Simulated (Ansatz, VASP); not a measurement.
## One calculation of GaP, two programs

File INCAR:

```
SYSTEM = GaP
ALGO = Normal
EDIFF = 1E-7
ENCUT = 520
GGA = PS
ISIF = 2
ISMEAR = 0
LASPH = .True.
LCHARG = .False.
LREAL = .False.
LWAVE = .False.
NBANDS = 16
NELM = 60
PREC = Accurate
SIGMA = 0.05
```

The input KPOINTS:

```
k-points
0
Gamma
  8 8 8
  0 0 0
```

The input POSCAR:

```
GaP
1.0
    0.0000000000      2.7252500000      2.6162400000
    2.7252500000      0.0000000000      2.6162400000
    2.7252500000      2.7252500000      0.0000000000
Ga P
1 1
Direct
    0.0000000000      0.0000000000      0.0000000000
    0.7500000000      0.7500000000      0.7500000000
```

Input for Ansatz:

```yaml
crystal:
  lattice:
    - [0.0, 2.72525, 2.61624]
    - [2.72525, 0.0, 2.61624]
    - [2.72525, 2.72525, 0.0]
  atoms:
    - { symbol: Ga, position: [0.0, 0.0, 0.0] }
    - { symbol: P, position: [0.75, 0.75, 0.75] }
basis:
  ecutwfc: 420
kpoints:
  mp_grid: { grid: [8, 8, 8] }
hamiltonian:
  xc: pbesol
scf:
  occupations: { method: gaussian, width: 0.05 }
output:
  forces: true
  stress: true
  eigenvalues: true
```

Change from the starting cell: strain +0.000 along x and y, -0.040 along z, atoms carried along.

Alike in both runs: task single point; functional PBEsol; k mesh 8 × 8 × 8; occupations gaussian, width 0.05 eV; no spin polarisation.

|  | VASP | Ansatz |
| --- | --- | --- |
| version | VASP 6.6.1 | Ansatz 0.2.0 |
| potentials or method | VASP PAW PBE potentials, release 64 (Ga_d, P), cutoff 520 eV | scalar-relativistic, plane waves, PAW |
| valence electrons in the cell | 18 | 18 |

```tsv
	VASP	Ansatz	Ansatz less VASP
gap on the k mesh at the Fermi level (eV)	1.06	1.06	-0.001
least direct gap on the mesh (eV)	1.93	1.92	-0.009
pressure (GPa)	3.0	3.1	+0.12
traceless stress, the component that is largest in VASP (GPa)	1.88	1.87	-0.009
```

VASP's potentials were made for PBE, not for PBEsol.
